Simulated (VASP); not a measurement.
Here is a VASP 6.6.1 calculation.

The input INCAR:

```
PREC = Accurate
ENCUT = 600
EDIFF = 1E-6
ISMEAR = 0
SIGMA = 0.1
LREAL = F
LASPH = T
NELM = 80
ALGO = Normal
ISIF = 3
LWAVE = F
LCHARG = F
GGA = PE
IBRION = 2
NSW = 90
EDIFFG = -0.04
```

The input KPOINTS:

```
regular mesh
0
Gamma
  4 4 4
```

The input POSCAR:

```
AlO3
1.0
    2.6870057700      1.5513435000      4.3878620500
   -2.6870057700      1.5513435000      4.3878620500
    0.0000000000     -3.1026870100      4.3878620500
Al O
2 6
Direct
    0.5000000000      0.5000000000      0.5000000000
    0.0000000000      0.0000000000      0.0000000000
    0.8072761400      0.2500000000      0.6927238600
    0.6927238600      0.8072761400      0.2500000000
    0.2500000000      0.6927238600      0.8072761400
    0.1927238600      0.7500000000      0.3072761400
    0.3072761400      0.1927238600      0.7500000000
    0.7500000000      0.3072761400      0.1927238600
```

Potentials or basis: VASP PAW PBE potentials, release 64 (Al, O).

Command:

```bash
$ cat potpaw_PBE.64/Al/POTCAR potpaw_PBE.64/O/POTCAR > POTCAR
$ mpirun -np 1 vasp_std > vasp.out
```

Problem. Estimate the relaxed volume.

Solution. 11.59 Å³/atom.

Problem. What does it give for the relaxed cell?

Solution. a = 4.659 Å, b = 4.659 Å, c = 4.659 Å, α = 75.35°, β = 75.35°, γ = 75.35°.

Problem. What does it give for the space group after relaxing (to 0.05 Å)?

Solution. R-3m (No. 166).

Problem. Predict the band gap on the k mesh.

Solution. Zero (band 21 reaches 1.77 eV, above the bottom of band 22 at 0.23 eV).

The path:
```csv
step,energy change (eV),largest force (eV/Å),pressure (GPa),volume (Å³)
1,0.0000,0.6081,-12.71,109.74
2,-0.6284,0.2373,4.46,93.35
3,-0.6605,0.3094,0.60,95.95
4,-0.6923,0.2927,0.57,96.22
5,-0.7864,0.2450,0.38,97.00
6,-0.9600,0.1513,-0.56,98.55
7,-1.1429,0.0859,-4.31,101.50
8,-1.1625,0.0995,-4.17,101.24
9,-1.2171,0.1414,-3.83,100.44
10,-1.2966,0.2349,-3.34,98.78
11,-1.2721,0.4301,-2.90,95.27
12,-1.3158,0.3071,-3.08,97.57
13,-1.3547,0.2804,-1.87,96.61
14,-1.4201,0.2059,2.08,93.79
15,-1.4245,0.1819,3.57,92.83
16,-1.4617,0.1742,3.36,92.86
17,-1.5597,0.1469,2.72,92.90
18,-1.6845,0.0724,1.24,92.84
19,-1.5771,0.1514,-2.55,92.06
20,-1.7069,0.0153,0.31,92.71
```

Caveat: the volume moved by over 15 % at a fixed basis, so the end points are rough.
